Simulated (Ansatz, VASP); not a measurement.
**One calculation of Ge, two programs**

INCAR

```
SYSTEM = Ge
  ALGO = Normal
  EDIFF = 1E-6
  ENCUT = 520
  GGA = CA
  ISIF = 2
  ISMEAR = -1
  LASPH = .TRUE.
  LCHARG = .FALSE.
  LREAL = .FALSE.
  LWAVE = .FALSE.
  NBANDS = 21
  NELM = 100
  PREC = Accurate
  SIGMA = 0.01
```

File KPOINTS:

```
k-points
0
G
  10 10 10
  0 0 0
```

Contents of POSCAR:

```
Ge
1.0
    0.0000000000      2.8147752533      2.8147752533
    2.8147752533      0.0000000000      2.8147752533
    2.8147752533      2.8147752533      0.0000000000
Ge
2
Direct
    0.5000000000      0.5000000000      0.5000000000
    0.7500000000      0.7500000000      0.7500000000
```

Input for Ansatz:

```yaml
crystal:
  lattice:
    - [0.0, 2.8147752533, 2.8147752533]
    - [2.8147752533, 0.0, 2.8147752533]
    - [2.8147752533, 2.8147752533, 0.0]
  atoms:
    - { symbol: Ge, position: [0.5, 0.5, 0.5] }
    - { symbol: Ge, position: [0.75, 0.75, 0.75] }
hamiltonian:
  xc: lda
  pseudopotentials:
    kind: paw
    azcp:
      Ge: "pseudopotentials/Ge.paw.azcp"
basis:
  ecutwfc: 420
  fft_grid_basis: typed
kpoints:
  mp_grid: { grid: [10, 10, 10], shift: [0, 0, 0] }
magnetization:
  spin_polarized: false
scf:
  occupations: { method: fermi_dirac, width: 0.01 }
  lower_state_search: "off"
output:
  stress: true
  write_density: true
  write_potential: true
  elf: true
  volumetric_format: npy
```

Alike in both runs: task single point; functional LDA; k mesh 10 × 10 × 10; occupations fermi-dirac, width 0.01 eV; no spin polarisation.

```csv
,VASP,Ansatz
version,VASP 6.6.1,Ansatz 0.2.0
potentials or method,"VASP PAW LDA potentials, release 64 (Ge_d), cutoff 520 eV","plane waves (420 eV) with PAW, scalar-relativistic"
valence electrons in the cell,28,28
```

```tsv
	VASP	Ansatz	Ansatz less VASP
pressure (GPa)	-0.1	-0.3	-0.21
```

Ansatz warns that its potentials were made for another functional, while VASP's fit it. LDA's correlation is that of Perdew and Zunger in VASP and of Perdew and Wang (1992) in Ansatz.
